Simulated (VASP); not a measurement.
Al3Ni4F: single point with PBEsol

Slab: Al3Ni4F, a slab with vacuum.

```xyz
8
Lattice="2.8622 0.0000 0.0000 0.0000 2.8622 0.0000 0.0000 0.0000 27.5865" Properties=species:S:1:pos:R:3 pbc="T T T"
Ni    1.4311    1.4311    8.5000
Ni    1.4311    1.4311   11.3622
Ni    1.4311    1.4311   14.1770
Ni    1.4311    1.4311   16.8860
Al    0.0000    0.0000    9.9311
Al    0.0000    0.0000   12.7603
Al    0.0000    0.0000   15.6163
F     1.4311    1.4311   18.5791
```

```yaml
Program: VASP 6.6.1
Task: single point
Functional: PBEsol
Potentials_or_basis: VASP PAW PBE potentials, release 64 (Ni, Al, F)
Cutoff: 520 eV
k_mesh: 10 × 10 × 1
Occupations: gaussian, width 0.1 eV
Spin: no spin polarisation
```

- Largest force: 1.052 eV/Å
- Band gap on the k mesh: zero (band 28 reaches -0.41 eV, above the bottom of band 29 at -1.10 eV)

Forces on the atoms (eV/Å):
```
Ni   0.000  0.000  0.700
Ni   0.000  0.000  0.341
Ni   0.000  0.000  0.002
Ni   0.000  0.000 -0.094
Al   0.000  0.000 -1.052
Al   0.000  0.000 -0.003
Al   0.000  0.000  0.002
F    0.000  0.000  0.104
```

Levels at points of the mesh, in eV from the Fermi level:
| k point | band 24 | band 25 | band 26 | band 27 | band 28 | band 29 | band 30 | band 31 | band 32 | band 33 |
| --- | --- | --- | --- | --- | --- | --- | --- | --- | --- | --- |
| (0.00, 0.00, 0.00) | -0.87 | -0.66 | -0.54 | -0.40 | -0.40 | 0.32 | 1.97 | 3.78 | 4.92 | 6.07 |
| (0.50, 0.00, 0.00) | -0.80 | -0.76 | -0.74 | -0.69 | -0.29 | -0.19 | -0.08 | 0.42 | 2.06 | 3.56 |
| (0.50, 0.50, 0.00) | -0.58 | -0.16 | 0.06 | 0.39 | 0.39 | 1.55 | 1.81 | 2.15 | 2.32 | 2.32 |

Wall time 10 min on 1 thread of Intel Xeon 6975P-C, on a shared host, peak memory 0.44 GiB.

Caveat: the PAW data sets were made with another functional, which shifts forces and pressure a little; the run has no spin polarisation, though such a crystal can be magnetic. With open d or f shells a metallic result of PBEsol can be an artefact of self-interaction; +U or a hybrid may open a gap.
